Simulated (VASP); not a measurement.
# HgTe (F-43m) in VASP: settings compared

HgTe is run at these levels: LDA, revPBE+D3(BJ), RPBE, r2SCAN+rVV10; tasks: single point.

All numbers are computed with VASP 6.6.1; they aren't measurements. Logs are shortened: lines on timing, memory, paths and dates and some standing lists are left out, and cuts for length are marked.

## (1) The cell of the first run

It takes space group F-43m (No. 216, cubic). The conventional cell has a = 6.500 Å, b = 6.500 Å, c = 6.500 Å, α = 90.00°, β = 90.00°, γ = 90.00°. Hg (site symmetry -43m) has 4 Te at 2.81 Å within 3.7 Å. Within 3.7 Å of Te (site symmetry -43m) lie 4 Hg at 2.81 Å.

## (2) Single point, LDA

Contents of INCAR:

```
SYSTEM = HgTe
PREC = Accurate ; ENCUT = 500
EDIFF = 1E-6 ; ISMEAR = 1
SIGMA = 0.2 ; LREAL = .False.
LASPH = .True. ; NELM = 120
ALGO = Normal ; ISIF = 2
LWAVE = .False. ; LCHARG = .True.
GGA = CA ; LELF = .True.
LVHAR = .True. ; NBANDS = 16
GGA_COMPAT = .False.
```

Contents of KPOINTS:

```
Automatic mesh
0
Gamma
  3 3 3
  0 0 0
```

Contents of POSCAR:

```
HgTe
1.0
    0.0000000000      3.2499677807      3.2499677807
    3.2499677807      0.0000000000      3.2499677807
    3.2499677807      3.2499677807      0.0000000000
Hg Te
1 1
Direct
    0.0000000000      0.0000000000      0.0000000000
    0.7500000000      0.7500000000      0.7500000000
```

Potentials or basis: VASP PAW LDA potentials, release 64 (Hg, Te).

The run is started by

```console
$ cat potpaw_LDA.64/Hg/POTCAR potpaw_LDA.64/Te/POTCAR > POTCAR
$ mpirun -np 1 vasp_std > vasp.out
```

OUTCAR:

```text
SYSTEM = HgTe
   PREC = Accurate
   ENCUT = 500
   EDIFF = 1E-6
   ISMEAR = 1
   LREAL = .False.
   LASPH = .True.
   NELM = 120
   ISIF = 2
   GGA = CA

 ion  position               nearest neighbor table
   1  0.000  0.000  0.000-   2 2.81   2 2.81   2 2.81   2 2.81
   2  0.750  0.750  0.750-   1 2.81   1 2.81   1 2.81   1 2.81

  LATTYP: Found a face centered cubic cell.
 ALAT       =     6.4999355614

  Lattice vectors:

 A1 = (   0.0000000000,   3.2499677807,   3.2499677807)
 A2 = (   3.2499677807,   0.0000000000,   3.2499677807)
 A3 = (   3.2499677807,   3.2499677807,   0.0000000000)

Analysis of symmetry for initial positions (statically):
=====================================================================
 Subroutine PRICEL returns:
 Original cell was already a primitive cell.

 Routine SETGRP: Setting up the symmetry group for a
 face centered cubic supercell.

 Subroutine GETGRP returns: Found 24 space group operations
 (whereof 24 operations were pure point group operations)
 out of a pool of 48 trial point group operations.

The static configuration has the point symmetry T_d .

Analysis of symmetry for dynamics (positions and initial velocities):
=====================================================================
 Subroutine PRICEL returns:
 Original cell was already a primitive cell.

 Routine SETGRP: Setting up the symmetry group for a
 face centered cubic supercell.

 Subroutine GETGRP returns: Found 24 space group operations
 (whereof 24 operations were pure point group operations)
 out of a pool of 48 trial point group operations.

The dynamic configuration has the point symmetry T_d .

 Subroutine INISYM returns: Found 24 space group operations
 (whereof 24 operations are pure point group operations),
 and found     1 'primitive' translations

----------------------------------------------------------------------------------------

                                     Primitive cell

  volume of cell :      68.6542

  direct lattice vectors                    reciprocal lattice vectors
     0.000000000  3.249967781  3.249967781    -0.153847679  0.153847679  0.153847679
     3.249967781  0.000000000  3.249967781     0.153847679 -0.153847679  0.153847679
     3.249967781  3.249967781  0.000000000     0.153847679  0.153847679 -0.153847679

  length of vectors
     4.596148513  4.596148513  4.596148513     0.266471997  0.266471997  0.266471997

  position of ions in fractional coordinates (direct lattice)
     0.000000000  0.000000000  0.000000000
     0.750000000  0.750000000  0.750000000

  ion indices of the primitive-cell ions
   primitive index   ion index
                 1           1
                 2           2

----------------------------------------------------------------------------------------

 KPOINTS: Automatic mesh

Automatic generation of k-mesh.
 Grid dimensions read from file:
 generate k-points for:    3    3    3

 Generating k-lattice:

  Cartesian coordinates                     Fractional coordinates (reciprocal lattice)
    -0.051282560  0.051282560  0.051282560     0.333333333  0.000000000  0.000000000
     0.051282560 -0.051282560  0.051282560     0.000000000  0.333333333  0.000000000
     0.051282560  0.051282560 -0.051282560     0.000000000  0.000000000  0.333333333

  Length of vectors
     0.088823999  0.088823999  0.088823999

  Shift w.r.t. Gamma in fractional coordinates (k-lattice)
     0.000000000  0.000000000  0.000000000

 Subroutine IBZKPT returns following result:
 ===========================================

 Found      4 irreducible k-points:

 Following reciprocal coordinates:
            Coordinates               Weight
  0.000000  0.000000  0.000000      1.000000
  0.333333  0.000000  0.000000      8.000000
  0.333333  0.333333  0.000000      6.000000
 -0.333333  0.333333  0.000000     12.000000
   k-points           NKPTS =      4   k-points in BZ     NKDIM =      4   number of bands    NBANDS=     16
   number of dos      NEDOS =    301   number of ions     NIONS =      2
   total plane-waves  NPLWV =  46656
   dimension x,y,z NGX =    36 NGY =   36 NGZ =   36
   dimension x,y,z NGXF=    72 NGYF=   72 NGZF=   72
   ions per type =               1   1
   NGX,Y,Z   is equivalent  to a cutoff of  13.02, 13.02, 13.02 a.u.
   NGXF,Y,Z  is equivalent  to a cutoff of  26.04, 26.04, 26.04 a.u.
 SYSTEM =  HgTe
   PREC   = accura    normal or accurate (medium, high low for compatibility)
   ISTART =      0    job   : 0-new  1-cont  2-samecut
   ICHARG =      2    charge: 1-file 2-atom 10-const
   ISPIN  =      1    spin polarized calculation?
   LNONCOLLINEAR =      F non collinear calculations
   LSORBIT =      F    spin-orbit coupling
   LASPH  =      T    aspherical Exc in radial PAW
   ENCUT  =  500.0 eV  36.75 Ry    6.06 a.u.   8.38  8.38  8.38*2*pi/ulx,y,z
   NELM   =    120;   NELMIN=  2; NELMDL= -5     # of ELM steps
   EDIFF  = 0.1E-05   stopping-criterion for ELM
   LREAL  =      F    real-space projection
   EDIFFG = 0.1E-04   stopping-criterion for IOM
   NSW    =      0    number of steps for IOM
   IBRION =     -1    ionic relax: 0-MD 1-quasi-New 2-CG
   NFREE  =      0    steps in history (QN), initial steepest desc. (CG)
   ISIF   =      2    stress and relaxation
   ISYM   =      2    0-nonsym 1-usesym 2-fastsym
   POTIM  = 0.5000    time-step for ionic-motion
   TEBEG  =    0.0;   TEEND  =   0.0 temperature during run
   PSTRESS=    0.0 pullay stress
   NELECT =      18.0000    total number of electrons
   NUPDOWN=      -1.0000    fix difference up-down
   EMIN   =  10.00;   EMAX   =-10.00  energy-range for DOS
   EFERMI =   0.00;   METHOD = LEGACY
   ISMEAR =     1;   SIGMA  =   0.20  broadening in eV -4-tet -1-fermi 0-gaus
   EFERMI_NEDOS =   21; number of points for ismear=-14 and -15
   IALGO  =     38    algorithm
   IMIX   =      4    mixing-type and parameters
     AMIX     =   0.40;   BMIX     =  1.00
     AMIX_MAG =   1.60;   BMIX_MAG =  1.00
  volume/ion in A,a.u.               =      34.33       231.65
  Fermi-wavevector in a.u.,A,eV,Ry     =   1.047796  1.980047 14.937508  1.097876
  Thomas-Fermi vector in A             =   2.182691
   LORBIT       =      0    0 simple, 1 ext, 2 COOP (PROOUT), +10 PAW based schemes
   GGA     = CA    functional components
   LHFCALC =     F    Hartree Fock is set to
   AEXX    =    0.0000 exact exchange contribution
   IVDW    =     0    specifies the selected vdW correction
   LEPSILON=     F    determine dielectric tensor
   LRPA    =     F    only Hartree local field effects (RPA)
 non-spin polarized calculation
 Methfessel and Paxton  Order N= 1 SIGMA  =   0.20
  energy-cutoff  :      500.00
  volume of cell :       68.65
 maximum number of plane-waves:      1807
 NGX is ok and might be reduce to    36
   NGX = 17   NGY = 17   NGZ = 17

 number of electron      18.0000002 magnetization

 Free energy of the ion-electron system (eV)
  ---------------------------------------------------
  ext. energy  EPLUGINS =         0.00000000
  ---------------------------------------------------
  free energy    TOTEN  =        -4.71174751 eV

  energy without entropy =       -4.70623882  energy(sigma->0) =       -4.70991128

 E-fermi :   2.8431     XC(G=0):  -9.0017

 val. band max:        2.8027766033   @ k =   0.0000   0.0000   0.0000
 cond. band min:       3.4618306307   @ k =   0.3333   0.0000   0.0000
 fundamental gap:      0.6590540274
 Fermi energy:         2.8430936749

 k-point     1 :       0.0000    0.0000    0.0000
  band No.  band energies     occupation
      1      -9.1067      2.00000
      2      -4.5463      2.00000
      3      -4.5463      2.00000
      4      -4.5463      2.00000
      5      -4.0461      2.00000
      6      -4.0461      2.00000
      7       1.8544      2.00000
      8       2.8028      1.33362
      9       2.8028      1.33362
     10       2.8028      1.33362
     11       6.9319      0.00000
     12       6.9319      0.00000
     13       6.9319      0.00000
     14       8.9916      0.00000
     15      12.2538      0.00000
     16      12.2538      0.00000

 k-point     2 :       0.3333    0.0000    0.0000
  band No.  band energies     occupation
      1      -8.6955      2.00000
      2      -4.4521      2.00000
      3      -4.4521      2.00000
      4      -4.2103      2.00000
      5      -4.0401      2.00000
      6      -4.0401      2.00000
      7      -1.5476      2.00000
      8       2.0409      2.00000
      9       2.0409      2.00000
     10       3.4618     -0.00011
     11       7.6886      0.00000
     12       7.6886      0.00000
     13       8.4195      0.00000
     14      10.1122      0.00000
     15      11.5314      0.00000
     16      11.5314      0.00000

 k-point     3 :       0.3333    0.3333    0.0000
  band No.  band energies     occupation
      1      -8.5533      2.00000
      2      -4.4131      2.00000
      3      -4.3156      2.00000
      4      -4.3156      2.00000
      5      -4.0032      2.00000
      6      -4.0015      2.00000
      7      -1.5236      2.00000
      8       1.0093      2.00000
      9       1.0093      2.00000
     10       4.6525     -0.00000
     11       5.4378     -0.00000
     12       9.6437      0.00000
     13       9.8829      0.00000
     14       9.8829      0.00000
     15      12.7539      0.00000
     16      14.1111      0.00000

 k-point     4 :      -0.3333    0.3333    0.0000
  band No.  band energies     occupation
      1      -8.4001      2.00000
      2      -4.3758      2.00000
      3      -4.3131      2.00000
      4      -4.1038      2.00000
      5      -4.0386      2.00000
      6      -3.6104      2.00000
      7      -2.5321      2.00000
      8      -0.1469      2.00000
      9       1.2042      2.00000
     10       4.9751     -0.00000
     11       7.1848      0.00000
     12       9.2469      0.00000
     13       9.4571      0.00000
     14       9.9244      0.00000
     15      11.7022      0.00000
     16      14.3229      0.00000

------------------------ aborting loop because EDIFF is reached ----------------------------------------

  FORCE on cell =-STRESS in cart. coord.  units (eV):
  Direction    XX          YY          ZZ          XY          YZ          ZX
  --------------------------------------------------------------------------------------
  -------------------------------------------------------------------------------------
  Total        0.1105387      0.1105387      0.1105387      0.0000000     -0.0000000      0.0000000
  in kB        2.5796319      2.5796319      2.5796319      0.0000000     -0.0000000      0.0000000
  external PRESSURE =       2.5796319 kB  Pullay stress =       0.0000000 kB

 VOLUME and BASIS-vectors are now :
 -----------------------------------------------------------------------------
  energy-cutoff  :      500.00
  volume of cell :       68.65
      direct lattice vectors                 reciprocal lattice vectors
     0.000000000  3.249967781  3.249967781    -0.153847679  0.153847679  0.153847679
     3.249967781  0.000000000  3.249967781     0.153847679 -0.153847679  0.153847679
     3.249967781  3.249967781  0.000000000     0.153847679  0.153847679 -0.153847679

 POSITION                                       TOTAL-FORCE (eV/Angst)
 -----------------------------------------------------------------------------------
      0.00000      0.00000      0.00000        -0.000000     -0.000000     -0.000000
      4.87495      4.87495      4.87495         0.000000      0.000000      0.000000
 -----------------------------------------------------------------------------------
    total drift:                                0.000000      0.000000      0.000000

  FREE ENERGIE OF THE ION-ELECTRON SYSTEM (eV)
  ---------------------------------------------------
  free  energy   TOTEN  =        -4.7117475098 eV

  energy  without entropy=       -4.7062388228  energy(sigma->0) =       -4.70991128
```

It took 4.7 s on 1 thread of AMD EPYC 9R45 (Zen 5), shared host; peak memory 0.13 GiB.

What came out:

```
Free energy            : -4.7117 eV
Pressure               : 0.3 GPa
Band gap on the k mesh : zero (filled and empty bands touch)
```

Caveat: the k points lie up to 0.56 Å⁻¹ apart; semilocal functionals underestimate gaps, so a narrow gap can read as zero; spin-orbit coupling is left out, which moves the levels of the heavy elements.

## (3) Single point, revPBE+D3(BJ)

This run uses another cell than the first one, of 35.72 Å³/atom.

Contents of INCAR:

```
SYSTEM = HgTe
PREC = Accurate ; ENCUT = 500
EDIFF = 1E-6 ; ISMEAR = 1
SIGMA = 0.2 ; LREAL = .False.
LASPH = .True. ; NELM = 120
ALGO = Normal ; ISIF = 2
LWAVE = .False. ; LCHARG = .False.
GGA = RE ; IVDW = 12
NBANDS = 16 ; GGA_COMPAT = .False.
```

KPOINTS is that of step 2.

Contents of POSCAR:

```
HgTe
1.0
    0.0000000000      3.2934755224      3.2934755224
    3.2934755224      0.0000000000      3.2934755224
    3.2934755224      3.2934755224      0.0000000000
Hg Te
1 1
Direct
    0.0000000000      0.0000000000      0.0000000000
    0.7500000000      0.7500000000      0.7500000000
```

Potentials or basis: VASP PAW PBE potentials, release 64 (Hg, Te).

The run is started by

```console
$ cat potpaw_PBE.64/Hg/POTCAR potpaw_PBE.64/Te/POTCAR > POTCAR
$ mpirun -np 1 vasp_std > vasp.out
```

Run time: 5.6 s. Hardware: 1 thread of AMD EPYC 9R45 (Zen 5), shared host; peak memory 0.17 GiB.

Results (log left out):

```
Free energy                : -4.0031 eV
Pressure                   : 0.1 GPa
Band gap on the k mesh     : zero (filled and empty bands touch)
Dispersion energy per atom : -0.637 eV
```

Levels at points of the mesh, in eV from the Fermi level:
| k point | band 7 | band 8 | band 9 | band 10 | band 11 | band 12 |
| --- | --- | --- | --- | --- | --- | --- |
| (0.00, 0.00, 0.00) | -0.85 | -0.04 | -0.04 | -0.04 | 4.28 | 4.28 |

Caveat: the k points lie up to 0.55 Å⁻¹ apart; semilocal functionals underestimate gaps, so a narrow gap can read as zero; the PAW data sets were made with another functional, which shifts forces and pressure a little; spin-orbit coupling is left out, which moves the levels of the heavy elements.

[end of part 1 of 2]
